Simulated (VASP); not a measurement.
Write the native input for VASP 6.6.1 that does the following.

```yaml
Task: relaxation of cell and atoms
Functional: LDA
Potentials_or_basis: VASP PAW LDA potentials, release 64 (Mg_sv)
Cutoff: 840 eV
k_mesh: 9 × 9 × 5
Occupations: fermi-dirac, width 0.05 eV
Spin: no spin polarisation
Dipole_correction: no
Further_INCAR_settings: ALGO = Normal; EDIFF = 1e-07; IBRION = 2; EDIFFG = -0.01; NSW = 80; ISIF = 3
```

The structure of Mg lies in POSCAR:

```
Mg
1.0
    3.2093000000      0.0000000000      0.0000000000
   -1.6046500000      2.7793353300      0.0000000000
    0.0000000000      0.0000000000      5.2103000000
Mg
2
Direct
    0.3333333300      0.6666666700      0.2500000000
    0.6666666700      0.3333333300      0.7500000000
```

These files were run (other wordings do the same):

INCAR

```
SYSTEM = Mg
ALGO = Normal
EDIFF = 1E-7
EDIFFG = -0.01
ENCUT = 840
GGA_COMPAT = .FALSE.
IBRION = 2
ISIF = 3
ISMEAR = -1
LASPH = .TRUE.
LCHARG = .FALSE.
LREAL = .FALSE.
LWAVE = .FALSE.
NELM = 120
NELMIN = 4
NSW = 80
PREC = Accurate
SIGMA = 0.05
```

KPOINTS

```
k-points
0
G
  9 9 5
  0 0 0
```

Potentials or basis: VASP PAW LDA potentials, release 64 (Mg_sv).

Command:

```console
$ cat potpaw_LDA.64/Mg_sv/POTCAR > POTCAR
$ mpirun -np 1 vasp_std > vasp.out
```

It gave:

| Property | Result |
| --- | --- |
| Relaxed volume | 21.55 Å³/atom |
| Relaxed cell | a = 3.127 Å, b = 3.127 Å, c = 5.090 Å, α = 90.00°, β = 90.00°, γ = 120.00° |
| Space group after relaxing (to 0.1 Å) | P6_3/mmc (No. 194) |
| Energy gained by relaxing | 15.8 meV/atom |
| Ionic steps | 6 |
| Pressure after relaxing | -0.1 GPa |
| Band gap on the k mesh | zero (bands 10 and 11 overlap by 2.29 eV) |

It took 76 s on 1 thread of Intel(R) Xeon(R) 6975P-C (Granite Rapids), on a shared host, peak memory 0.18 GiB.
